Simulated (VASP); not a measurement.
Runs of VASP 6.6.1 on HfNbSe4. The structure is that of space group F-43m (No. 216), or close to it. The cells are those of the table. 

```csv
task,spin,cell,k mesh,cutoff (eV),gap on the mesh (eV),pressure (GPa),moment (μB),relaxed volume (Å³/atom),largest force (eV/Å)
single point,"collinear, zero start","a = 5.548 Å, angles 60.0°, 6 atoms",4 × 4 × 4,520,none,-0.1,0.00,-,0.01
relaxation of cell and atoms,off,"relaxed from a = 5.548 Å, angles 60.0°, 6 atoms",8 × 8 × 8,600,none,0.0,-,(c),-
relaxation of cell and atoms,"collinear, zero start","relaxed from a = 6.031 Å, angles 60.0°, 6 atoms",4 × 4 × 4,600,none,0.2,0.00,(b),-
single point,"collinear, ferromagnetic start","a = 6.031 Å, angles 60.0°, 6 atoms",4 × 4 × 4,520,none,-10.5,(a),-,0.02
single point,off,"a = 6.031 Å, angles 60.0°, 6 atoms",4 × 4 × 4,520,none,-12.2,-,-,0.04
```

Alike in all rows: level PBE; potentials or basis VASP PAW PBE potentials, release 64 (Hf_pv, Nb_sv, Se); smearing gaussian 0.1 eV.

Fill in the values left out.

(a) 3.47; (b) 20.08; (c) 20.02.

Caveats: spin-orbit coupling is left out, which moves the levels of the heavy elements; the volume moved by over 15 % at a fixed basis, so the end points are rough (some runs).

A k mesh can miss the band edges, and the runs leave out spin-orbit coupling on Hf, Nb, Se.

A gap of «none» marks levels without a gap at the run's occupations.
